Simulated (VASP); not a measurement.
A run of VASP 6.6.1:

The input INCAR:

```
SYSTEM = NaMg2Si2
PREC = Accurate ; ENCUT = 520
EDIFF = 1E-6 ; ISMEAR = 0
SIGMA = 0.1 ; LREAL = .FALSE.
LASPH = .TRUE. ; NELM = 100
ALGO = Normal ; ISIF = 2
LWAVE = .FALSE. ; LCHARG = .FALSE.
GGA = PE ; NBANDS = 18
```

Contents of KPOINTS:

```
regular mesh
0
G
  10 10 4
  0 0 0
```

Contents of POSCAR:

```
NaMg2Si2
1.0
    3.8036306911      0.0000000000      0.0000000000
    0.0000000000      3.8036306911      0.0000000000
    0.0000000000      0.0000000000      9.8257329217
Na Mg Si
1 2 2
Direct
    0.0000000000      0.0000000000      0.5000000000
    0.0000000000      0.0000000000      0.8432219072
    0.0000000000      0.0000000000      0.1567780928
    0.5000000000      0.5000000000      0.8805846599
    0.5000000000      0.5000000000      0.1194153401
```

Potentials or basis: VASP PAW PBE potentials, release 64 (Na_pv, Mg, Si).

Command:

```sh
$ cat potpaw_PBE.64/Na_pv/POTCAR potpaw_PBE.64/Mg/POTCAR potpaw_PBE.64/Si/POTCAR > POTCAR
$ mpirun -np 1 vasp_std > vasp.out
```

Hardware: 1 thread of Intel(R) Xeon(R) Platinum 8259CL CPU @ 2.50GHz (Skylake/Cascade Lake), with other jobs on the host.

**Question.** How long does it take, and how much memory?

**Answer.** It took 2 min on 1 thread of Intel(R) Xeon(R) Platinum 8259CL CPU @ 2.50GHz (Skylake/Cascade Lake), with other jobs on the host, peak memory 0.33 GiB. Counts: scf iterations 14, k points 63.
